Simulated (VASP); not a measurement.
# H4C in VASP: a series of runs, part 3 of 3

VASP 6.6.1. The steps go on from the part before.

## Step 5: Relaxation of the atoms, PBEsol

INCAR reads:

```
PREC     = Accurate       # precision mode
ENCUT    = 520            # plane-wave cutoff, eV
EDIFF    = 1E-6           # SCF threshold, eV
ISMEAR   = -1             # smearing method
SIGMA    = 0.05           # smearing width, eV
LREAL    = Auto         
LASPH    = T              # aspherical terms in the spheres
NELM     = 100            # most SCF steps
ALGO     = Normal         # electronic algorithm
ISIF     = 2              # what is computed and relaxed
LWAVE    = F              # write WAVECAR
LCHARG   = F              # write CHGCAR
GGA      = PS             # functional
IBRION   = 2              # ionic algorithm
NSW      = 35             # ionic steps
EDIFFG   = -0.3           # ionic threshold
```

KPOINTS reads:

```
Automatic mesh
0
Gamma
  1 1 1
```

POSCAR reads:

```
H4C
1.0
    7.9581140000      0.0000000000      0.0000000000
    0.0000000000      7.9581140000      0.0000000000
    0.0000000000      0.0000000000      7.9581140000
C H
8 32
Direct
    0.2321884000      0.7058310000      0.2026737000
    0.3689741000      0.0310921000      0.8947737000
    0.9902362000      0.5200027000      0.9178634000
    0.6321940000      0.0044222000      0.4926378000
    0.3840304000      0.4176576000      0.6949047000
    0.5940227000      0.3927298000      0.4198596000
    0.8940149000      0.8762963000      0.9833043000
    0.9825434000      0.2039663000      0.5131838000
    0.1960871000      0.6045289000      0.2874263000
    0.1923480000      0.8257801000      0.2553366000
    0.1721191000      0.6871760000      0.0810508000
    0.3681996000      0.7058390000      0.1868809000
    0.4523155000      0.1088839000      0.9706096000
    0.2962569000     -0.0511328000      0.9766254000
    0.4433737000     -0.0447156000      0.8083657000
    0.2839503000      0.1113331000      0.8234940000
    1.0153329000      0.5446934000      1.0501849000
    0.9042244000      0.4140490000      0.9067179000
    1.1076268000      0.4904193000      0.8538892000
    0.9337606000      0.6308491000      0.8606618000
    0.6198824000      0.1138993000      0.4113259000
    0.7498598000      0.0122517000      0.5622214000
    0.6317248000     -0.1093263000      0.4164176000
    0.5273089000      0.0008640000      0.5805861000
    0.3650922000      0.3631206000      0.8190639000
    0.3840180000      0.3181421000      0.6008562000
    0.5040943000      0.4834088000      0.6917651000
    0.2829170000      0.5059587000      0.6679336000
    0.5350181000      0.5014088000      0.4786454000
    0.5184902000      0.3519133000      0.3131952000
    0.6031487000      0.2909084000      0.5109505000
    0.7194338000      0.4266886000      0.3766474000
    0.7701540000      0.8232852000      0.9588762000
    0.8881356000      1.0127015000      0.9729354000
    0.9834366000      0.8273847000      0.8918721000
    0.9343334000      0.8418139000      1.1095336000
    1.0742485000      0.2808441000      0.5797302000
    0.9311290000      0.1100885000      0.5985768000
    1.0434320000      0.1412967000      0.4077630000
    0.8813641000      0.2836357000      0.4666652000
```

Potentials or basis: VASP PAW PBE potentials, release 64 (C, H).

Started as:

```
> cat potpaw_PBE.64/C/POTCAR potpaw_PBE.64/H/POTCAR > POTCAR
> mpirun -np 1 vasp_gam > vasp.out
```

OUTCAR:

```text
PREC = Accurate
   ENCUT = 520
   EDIFF = 1E-6
   ISMEAR = -1
   LREAL = Auto
   LASPH = T
   NELM = 100
   ISIF = 2
   GGA = PS
   IBRION = 2
   NSW = 35
   EDIFFG = -0.3

 ion  position               nearest neighbor table
   1  0.232  0.706  0.203-   9 1.09  10 1.09  12 1.09  11 1.09
   2  0.369  0.031  0.895-  14 1.09  13 1.09  15 1.09  16 1.09
   3  0.990  0.520  0.918-  19 1.09  18 1.09  20 1.09  17 1.09
   4  0.632  0.004  0.493-  22 1.09  21 1.09  24 1.09  23 1.09
   5  0.384  0.418  0.695-  27 1.09  28 1.09  25 1.09  26 1.09
   6  0.594  0.393  0.420-  31 1.09  29 1.09  32 1.09  30 1.09
   7  0.894  0.876  0.983-  33 1.09  35 1.09  36 1.09  34 1.09
   8  0.983  0.204  0.513-  40 1.09  37 1.09  39 1.09  38 1.09
   9  0.196  0.605  0.287-   1 1.09
  10  0.192  0.826  0.255-   1 1.09
  11  0.172  0.687  0.081-   1 1.09
  12  0.368  0.706  0.187-   1 1.09
  13  0.452  0.109  0.971-   2 1.09
  14  0.296  0.949  0.977-   2 1.09
[... 24 lines left out ...]
  39  0.043  0.141  0.408-   8 1.09
  40  0.881  0.284  0.467-   8 1.09

  LATTYP: Found a simple cubic cell.
 ALAT       =     7.9581140000

  Lattice vectors:

 A1 = (   7.9581140000,   0.0000000000,   0.0000000000)
 A2 = (   0.0000000000,   7.9581140000,   0.0000000000)
 A3 = (   0.0000000000,   0.0000000000,   7.9581140000)

Analysis of symmetry for initial positions (statically):
=====================================================================
 Subroutine PRICEL returns:
 Original cell was already a primitive cell.

 Routine SETGRP: Setting up the symmetry group for a
 simple cubic supercell.

 Subroutine GETGRP returns: Found  1 space group operations
 (whereof  1 operations were pure point group operations)
 out of a pool of 48 trial point group operations.

The static configuration has the point symmetry C_1 .

Analysis of symmetry for dynamics (positions and initial velocities):
=====================================================================
 Subroutine PRICEL returns:
 Original cell was already a primitive cell.

 Routine SETGRP: Setting up the symmetry group for a
 simple cubic supercell.

 Subroutine GETGRP returns: Found  1 space group operations
 (whereof  1 operations were pure point group operations)
 out of a pool of 48 trial point group operations.

The dynamic configuration has the point symmetry C_1 .

 Subroutine INISYM returns: Found  1 space group operations
 (whereof  1 operations are pure point group operations),
 and found     1 'primitive' translations

----------------------------------------------------------------------------------------

                                     Primitive cell

  volume of cell :     503.9999

  direct lattice vectors                    reciprocal lattice vectors
     7.958114000  0.000000000  0.000000000     0.125657913  0.000000000  0.000000000
     0.000000000  7.958114000  0.000000000     0.000000000  0.125657913  0.000000000
     0.000000000  0.000000000  7.958114000     0.000000000  0.000000000  0.125657913

  length of vectors
     7.958114000  7.958114000  7.958114000     0.125657913  0.125657913  0.125657913

  position of ions in fractional coordinates (direct lattice)
[... 121 lines left out ...]
 SYSTEM =  unknown system
   PREC   = accura    normal or accurate (medium, high low for compatibility)
   ISTART =      0    job   : 0-new  1-cont  2-samecut
   ICHARG =      2    charge: 1-file 2-atom 10-const
   ISPIN  =      1    spin polarized calculation?
   LNONCOLLINEAR =      F non collinear calculations
   LSORBIT =      F    spin-orbit coupling
   LASPH  =      T    aspherical Exc in radial PAW
   ENCUT  =  520.0 eV  38.22 Ry    6.18 a.u.  14.80 14.80 14.80*2*pi/ulx,y,z
   NELM   =    100;   NELMIN=  2; NELMDL= -5     # of ELM steps
   EDIFF  = 0.1E-05   stopping-criterion for ELM
   LREAL  =      T    real-space projection
   EDIFFG = -.3E+00   stopping-criterion for IOM
   NSW    =     35    number of steps for IOM
   IBRION =      2    ionic relax: 0-MD 1-quasi-New 2-CG
   NFREE  =      1    steps in history (QN), initial steepest desc. (CG)
   ISIF   =      2    stress and relaxation
   ISYM   =      2    0-nonsym 1-usesym 2-fastsym
   POTIM  = 0.5000    time-step for ionic-motion
   TEBEG  =    0.0;   TEEND  =   0.0 temperature during run
   PSTRESS=    0.0 pullay stress
   NELECT =      64.0000    total number of electrons
   NUPDOWN=      -1.0000    fix difference up-down
   EMIN   =  10.00;   EMAX   =-10.00  energy-range for DOS
   EFERMI =   0.00;   METHOD = LEGACY
   ISMEAR =    -1;   SIGMA  =   0.05  broadening in eV -4-tet -1-fermi 0-gaus
   EFERMI_NEDOS =   21; number of points for ismear=-14 and -15
   IALGO  =     38    algorithm
   IMIX   =      4    mixing-type and parameters
     AMIX     =   0.40;   BMIX     =  1.00
     AMIX_MAG =   1.60;   BMIX_MAG =  1.00
  volume/ion in A,a.u.               =      12.60        85.03
  Fermi-wavevector in a.u.,A,eV,Ry     =   0.822858  1.554975  9.212431  0.677095
  Thomas-Fermi vector in A             =   1.934266
   LORBIT       =      0    0 simple, 1 ext, 2 COOP (PROOUT), +10 PAW based schemes
   GGA     = PS    functional components
   LHFCALC =     F    Hartree Fock is set to
   AEXX    =    0.0000 exact exchange contribution
   IVDW    =     0    specifies the selected vdW correction
   LEPSILON=     F    determine dielectric tensor
   LRPA    =     F    only Hartree local field effects (RPA)
 conjugate gradient relaxation of ions
 non-spin polarized calculation
  energy-cutoff  :      520.00
  volume of cell :      504.00
 maximum number of plane-waves:      6759
 NGX is ok and might be reduce to    60
   NGX = 29   NGY = 29   NGZ = 29

--------------------------------------- Ionic step        1  -------------------------------------------

 number of electron      63.9999997 magnetization

 Free energy of the ion-electron system (eV)
  ---------------------------------------------------
  ext. energy  EPLUGINS =         0.00000000
  ---------------------------------------------------
  free energy    TOTEN  =      -190.06456054 eV

  energy without entropy =     -190.06456054  energy(sigma->0) =     -190.06456054

------------------------ aborting loop because EDIFF is reached ----------------------------------------

  FORCE on cell =-STRESS in cart. coord.  units (eV):
  Direction    XX          YY          ZZ          XY          YZ          ZX
  --------------------------------------------------------------------------------------
  -------------------------------------------------------------------------------------
  Total        7.6725868      9.2939309      6.2261527      0.3730381      0.8871950     -1.5711852
  in kB       24.3905687     29.5446980     19.7924650      1.1858597      2.8203252     -4.9946779
  external PRESSURE =      24.5759105 kB  Pullay stress =       0.0000000 kB
[... 203 lines left out ...]
  FREE ENERGIE OF THE ION-ELECTRON SYSTEM (eV)
  ---------------------------------------------------
  free  energy   TOTEN  =      -190.1903707425 eV

  energy  without entropy=     -190.1903707424  energy(sigma->0) =     -190.19037074

[... ionic steps 4 to 12 ...]

--------------------------------------- Ionic step       13  -------------------------------------------

 number of electron      64.0000001 magnetization

------------------------ aborting loop because EDIFF is reached ----------------------------------------
[... 143 lines left out ...]
--------------------------------------- Ionic step       15  -------------------------------------------

 number of electron      63.9999996 magnetization

 Free energy of the ion-electron system (eV)
  ---------------------------------------------------
  ext. energy  EPLUGINS =         0.00000000
  ---------------------------------------------------
  free energy    TOTEN  =      -191.23670919 eV

  energy without entropy =     -191.23670919  energy(sigma->0) =     -191.23670919

 E-fermi :  -5.1150     XC(G=0):  -5.4631

 val. band max:       -6.3367162308   @ k =   0.0000   0.0000   0.0000
 cond. band min:       0.6274035272   @ k =   0.0000   0.0000   0.0000
 fundamental gap:      6.9641197580
 Fermi energy:        -5.1150177367

 k-point     1 :       0.0000    0.0000    0.0000
  band No.  band energies     occupation
      1     -15.2433      2.00000
      2     -14.9681      2.00000
      3     -14.8766      2.00000
      4     -14.7756      2.00000
      5     -14.7620      2.00000
      6     -14.6870      2.00000
[... 36 lines left out ...]
     43       3.8525      0.00000
     44       3.8660      0.00000
 [bands above 44 left out]

------------------------ aborting loop because EDIFF is reached ----------------------------------------

  FORCE on cell =-STRESS in cart. coord.  units (eV):
  Direction    XX          YY          ZZ          XY          YZ          ZX
  --------------------------------------------------------------------------------------
  -------------------------------------------------------------------------------------
  Total        0.1333797     -0.1692850     -1.2348552      0.0495686     -0.0479856     -0.5768674
  in kB        0.4240040     -0.5381441     -3.9255104      0.1575749     -0.1525426     -1.8338174
  external PRESSURE =      -1.3465502 kB  Pullay stress =       0.0000000 kB
[... 55 lines left out ...]
  FREE ENERGIE OF THE ION-ELECTRON SYSTEM (eV)
  ---------------------------------------------------
  free  energy   TOTEN  =      -191.2367091912 eV

  energy  without entropy=     -191.2367091911  energy(sigma->0) =     -191.23670919

 reached required accuracy - stopping structural energy minimisation
```

Run time: 10 min. Hardware: 1 thread of Intel Xeon 8259CL, shared host; peak memory 0.51 GiB.

Results:

- Free energy: -191.2367 eV
- Energy gained by relaxing: 29.3 meV/atom
- Ionic steps: 15
- Pressure after relaxing: -0.1 GPa
- Largest force after relaxing: 0.298 eV/Å
- Band gap on the k mesh: 6.96 eV

Forces on the atoms (eV/Å):
```
C    0.072  0.037  0.009
C   -0.057 -0.043  0.034
C   -0.021 -0.056 -0.030
C    0.011 -0.044  0.000
C   -0.019  0.135 -0.014
C    0.091  0.092 -0.089
C   -0.043  0.035  0.016
C    0.066  0.048  0.018
H    0.073  0.120 -0.094
H    0.090 -0.195 -0.082
H    0.095  0.008  0.229
H   -0.253  0.003  0.049
H   -0.159 -0.113 -0.113
H    0.162  0.144 -0.127
H   -0.123  0.085  0.149
H    0.161 -0.170  0.144
H   -0.146 -0.009 -0.076
H    0.013  0.088  0.012
H   -0.221  0.007  0.052
H    0.032 -0.165  0.115
H    0.035 -0.162  0.102
H   -0.098 -0.015 -0.104
H   -0.036  0.095  0.064
H    0.032 -0.043 -0.127
H    0.063  0.150 -0.168
H    0.120  0.116  0.100
H   -0.141 -0.110 -0.043
H    0.241 -0.125  0.096
H    0.035 -0.215 -0.095
H   -0.037  0.100  0.060
H    0.007  0.150 -0.128
H   -0.077  0.031  0.021
H    0.146  0.118 -0.009
H    0.011 -0.195  0.020
H   -0.187  0.081  0.155
H   -0.028  0.101 -0.146
H   -0.166 -0.178 -0.172
H    0.115  0.113 -0.133
H   -0.021  0.078  0.210
H    0.162 -0.095  0.098
```

The path:
```csv
step,energy change (eV),largest force (eV/Å),pressure (GPa)
1,0.0000,0.7365,2.46
2,-0.1258,0.8256,1.37
3,-0.1258,0.8252,1.37
4,-0.2081,0.6412,1.05
5,-0.3230,0.6479,0.11
6,-0.4364,0.5101,0.42
7,-0.6304,0.4455,1.40
8,-0.6488,0.6554,1.82
9,-0.7507,0.4617,1.69
10,-0.8118,1.7262,1.52
11,-0.8702,1.5574,1.35
12,-1.0108,1.0825,0.83
13,-1.1390,0.4202,-0.21
14,-1.1408,0.4606,-0.35
15,-1.1721,0.2982,-0.13
```

Final structure:
```yaml
crystal:
  lattice:
    - [7.95811, 0.00000, 0.00000]
    - [0.00000, 7.95811, 0.00000]
    - [0.00000, 0.00000, 7.95811]
  atoms:
    - { symbol: C, position: [0.24555, 0.71128, 0.21273] }
    - { symbol: C, position: [0.36694, 0.02636, 0.89951] }
    - { symbol: C, position: [0.97664, 0.48759, 0.90974] }
    - { symbol: C, position: [0.62320, 0.97425, 0.48433] }
    - { symbol: C, position: [0.36743, 0.42337, 0.72296] }
    - { symbol: C, position: [0.60790, 0.41993, 0.38688] }
    - { symbol: C, position: [0.88736, 0.90308, 0.98650] }
    - { symbol: C, position: [0.00249, 0.20707, 0.51660] }
    - { symbol: H, position: [0.20146, 0.60545, 0.29103] }
    - { symbol: H, position: [0.20406, 0.83127, 0.26939] }
    - { symbol: H, position: [0.19232, 0.69956, 0.08503] }
    - { symbol: H, position: [0.38438, 0.70907, 0.20478] }
    - { symbol: H, position: [0.45105, 0.10898, 0.97302] }
    - { symbol: H, position: [0.29493, 0.94428, 0.98529] }
    - { symbol: H, position: [0.44391, 0.94852, 0.81414] }
    - { symbol: H, position: [0.27887, 0.10362, 0.82490] }
    - { symbol: H, position: [0.98896, 0.51924, 0.04382] }
    - { symbol: H, position: [0.89960, 0.37373, 0.89461] }
    - { symbol: H, position: [0.10302, 0.46373, 0.85958] }
    - { symbol: H, position: [0.91935, 0.59337, 0.84102] }
    - { symbol: H, position: [0.62255, 0.07559, 0.39003] }
    - { symbol: H, position: [0.73664, 0.98501, 0.56291] }
    - { symbol: H, position: [0.62291, 0.85125, 0.42106] }
    - { symbol: H, position: [0.51178, 0.98644, 0.56555] }
    - { symbol: H, position: [0.33375, 0.37343, 0.84783] }
    - { symbol: H, position: [0.36714, 0.31898, 0.63193] }
    - { symbol: H, position: [0.49276, 0.48219, 0.72870] }
    - { symbol: H, position: [0.27385, 0.51775, 0.68181] }
    - { symbol: H, position: [0.55004, 0.54043, 0.42357] }
    - { symbol: H, position: [0.52874, 0.35443, 0.29417] }
    - { symbol: H, position: [0.62284, 0.33923, 0.49824] }
    - { symbol: H, position: [0.73179, 0.44357, 0.32973] }
    - { symbol: H, position: [0.76820, 0.84028, 0.95336] }
    - { symbol: H, position: [0.86883, 0.04048, 0.99002] }
    - { symbol: H, position: [0.98516, 0.87101, 0.89312] }
    - { symbol: H, position: [0.92760, 0.85785, 0.11127] }
    - { symbol: H, position: [0.09631, 0.29183, 0.57440] }
    - { symbol: H, position: [0.95957, 0.11539, 0.61162] }
    - { symbol: H, position: [0.05749, 0.14025, 0.40789] }
    - { symbol: H, position: [0.89365, 0.28085, 0.47292] }
```

Caveat: the k points lie up to 0.79 Å⁻¹ apart; the PAW data sets were made with another functional, which shifts forces and pressure a little; the relaxation stopped at a loose force limit of 0.3 eV/Å, so its end isn't a converged minimum.

## Step 6: The runs side by side

```csv
task,cell,gap on the mesh (eV),pressure (GPa),largest force (eV/Å)
single point,"as given, atomic positions A",6.20,-1.4,5.79
single point,"as given, atomic positions B",6.29,-0.2,4.86
single point,"as given, atomic positions C",6.42,0.7,5.28
relaxation of the atoms,"atoms relaxed, atomic positions D",6.96,-0.1,0.30
```

Alike in all rows: level PBEsol; potentials or basis VASP PAW PBE potentials, release 64 (C, H); no spin polarisation; k mesh 1 × 1 × 1; cutoff (eV) 520; smearing fermi-dirac 0.05 eV.

Caveats: all runs use coarse meshes; the PAW data sets were made with another functional, which shifts forces and pressure a little; the relaxation stopped at a loose force limit of 0.3 eV/Å, so its end isn't a converged minimum (at least some runs).

Absolute energies hang on the potentials; compare differences alone.
